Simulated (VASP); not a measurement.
The system is BaFeO3.

```xyz
5
Lattice="4.0200 0.0000 0.0000 0.0000 4.0200 0.0000 0.0000 0.0000 4.0200" Properties=species:S:1:pos:R:3 pbc="T T T"
Ba    0.0000    0.0000    0.0000
Fe    2.0100    2.0100    2.0100
O     2.0100    2.0100    0.0000
O     0.0000    2.0100    2.0100
O     2.0100    0.0000    2.0100
```

* Program: VASP 6.6.1
* Task: relaxation of volume and atoms at fixed shape
* Functional: LDA
* Potentials or basis: VASP PAW LDA potentials, release 64 (Ba_sv, Fe, O)
* Cutoff: 600 eV
* k mesh: 8 × 8 × 8
* Occupations: fermi-dirac, width 0.1 eV
* Spin: collinear spin, ferromagnetic start
* Starting moments: [0.0, 2.4, 0.0, 0.0, 0.0] μB

At the start: pressure -16.2 GPa; volume 12.99 Å³/atom.

Problem. Where does the relaxation end?

Solution. Over 6 steps the energy falls by 85.1 meV/atom and the volume is 11.48 Å³/atom (-11.6 %); space group Pm-3m (No. 221, to 0.1 Å) before and after; moment 3.32 μB per cell.

The path:
```
step  energy change (eV)  largest force (eV/Å)  pressure (GPa)  volume (Å³)
   1              0.0000                0.0000          -16.24        64.96
   2             -0.2462                0.0000           15.24        53.35
   3             -0.4254                0.0000           -0.19        57.48
   4             -0.4254                0.0000            0.24        57.34
   5             -0.4254                0.0000           -0.16        57.47
   6             -0.4254                0.0000            0.00        57.42
```

Final structure:
```yaml
crystal:
  lattice:
    - [3.85790, 0.00000, 0.00000]
    - [0.00000, 3.85790, 0.00000]
    - [0.00000, 0.00000, 3.85790]
  atoms:
    - { symbol: Ba, position: [0.00000, 0.00000, 0.00000] }
    - { symbol: Fe, position: [0.50000, 0.50000, 0.50000] }
    - { symbol: O, position: [0.50000, 0.50000, 0.00000] }
    - { symbol: O, position: [0.00000, 0.50000, 0.50000] }
    - { symbol: O, position: [0.50000, 0.00000, 0.50000] }
```

Caveat: a cell with one magnetic atom can't hold antiferromagnetic order, which such compounds often take.
